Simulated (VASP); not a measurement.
Crystal: SrO.

```xyz
2
Lattice="0.0000 2.5974 2.5974 2.5974 0.0000 2.5974 2.5974 2.5974 0.0000" Properties=species:S:1:pos:R:3 pbc="T T T"
Sr    2.5974    2.5974    2.5974
O     0.0000    0.0000    0.0000
```

* Program: VASP 6.6.1
* Task: relaxation of cell and atoms
* Functional: LDA
* Potentials or basis: VASP PAW LDA potentials, release 64 (Sr_sv, O)
* Cutoff: 600 eV
* k mesh: 8 × 8 × 8
* Occupations: fermi-dirac, width 0.02 eV
* Spin: no spin polarisation

At the start: pressure -6.2 GPa; volume 17.52 Å³/atom.

**Question.** Where does the relaxation end?

**Answer.** Over 3 steps the energy falls by 24.4 meV/atom and the volume is 16.34 Å³/atom (-6.7 %); space group Fm-3m (No. 225, to 0.05 Å).

Step by step:
| step | energy change (eV) | largest force (eV/Å) | pressure (GPa) | volume (Å³) |
| --- | --- | --- | --- | --- |
| 1 | 0.0000 | 0.0000 | -6.19 | 35.05 |
| 2 | -0.0390 | 0.0000 | 3.34 | 31.72 |
| 3 | -0.0488 | 0.0000 | 0.00 | 32.68 |

Final structure:
```yaml
crystal:
  lattice:
    - [0.00000, 2.53764, 2.53764]
    - [2.53764, 0.00000, 2.53764]
    - [2.53764, 2.53764, 0.00000]
  atoms:
    - { symbol: Sr, position: [0.50000, 0.50000, 0.50000] }
    - { symbol: O, position: [0.00000, 0.00000, 0.00000] }
```
